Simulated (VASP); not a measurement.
**SiC: single point with PBE**

Crystal: SiC.

```
CELL_PARAMETERS angstrom
3.02190 0.00000 0.00000
-1.51095 2.61704 0.00000
0.00000 0.00000 9.31880
ATOMIC_POSITIONS crystal
Si 0.66667 0.33333 0.93784
Si 0.33333 0.66667 0.43784
Si 0.00000 0.00000 0.68790
Si 0.00000 0.00000 0.18790
C 0.66667 0.33333 0.74981
C 0.33333 0.66667 0.24981
C 0.00000 0.00000 0.50045
C 0.00000 0.00000 0.00045
```

| Item | Value |
| --- | --- |
| Program | VASP 6.6.1 |
| Task | single point |
| Functional | PBE |
| Potentials or basis | VASP PAW PBE potentials, release 64 (Si, C) |
| Cutoff | 520 eV |
| k mesh | 12 × 12 × 4 |
| Occupations | gaussian, width 0.05 eV |
| Spin | no spin polarisation |
| Dipole correction | no |
| Further INCAR settings | ALGO = Normal; EDIFF = 1e-06; NBANDS = 26 |

```json
{"Pressure": "36.9 GPa", "Largest force": "1.405 eV/Å", "Band gap on the k mesh": "1.95 eV, indirect (least direct gap 3.18 eV)"}
```

Forces in eV/Å, atoms in the order of the input:
```
Si   0.000  0.000  1.187
Si   0.000  0.000  1.187
Si   0.000  0.000  1.405
Si   0.000  0.000  1.405
C    0.000  0.000 -1.317
C    0.000  0.000 -1.317
C    0.000  0.000 -1.275
C    0.000  0.000 -1.275
```

Stress tensor (GPa, compression positive):
```
21.45  0.00  0.00
 0.00 21.45  0.00
 0.00  0.00 67.83
```

Levels at points of the mesh, in eV from the valence-band top:
```tsv
k point	band 12	band 13	band 14	band 15	band 16	band 17	band 18	band 19	band 20	band 21
(0.00, 0.00, 0.00)	-1.04	-1.04	-0.30	-0.30	0.00	4.97	5.69	6.54	6.82	6.82
(0.50, 0.00, 0.00)	-2.95	-2.87	-2.22	-1.62	-1.23	1.95	2.18	4.17	5.64	5.83
(0.00, 0.00, 0.50)	-1.35	-0.57	-0.57	-0.57	-0.57	5.23	5.23	7.04	7.04	7.04
(0.50, 0.00, 0.50)	-3.73	-2.72	-2.72	-1.83	-1.83	2.32	2.32	4.45	4.45	6.89
```

Run time: 43 s on 1 thread of Intel(R) Xeon(R) 6975P-C (Granite Rapids), on a shared host, peak memory 0.23 GiB.

Caveat: forces of over 1 eV/Å act on the atoms, so gaps and moduli don't describe the material at rest. PBE gaps usually lie below the measured ones, often by a third to a half.
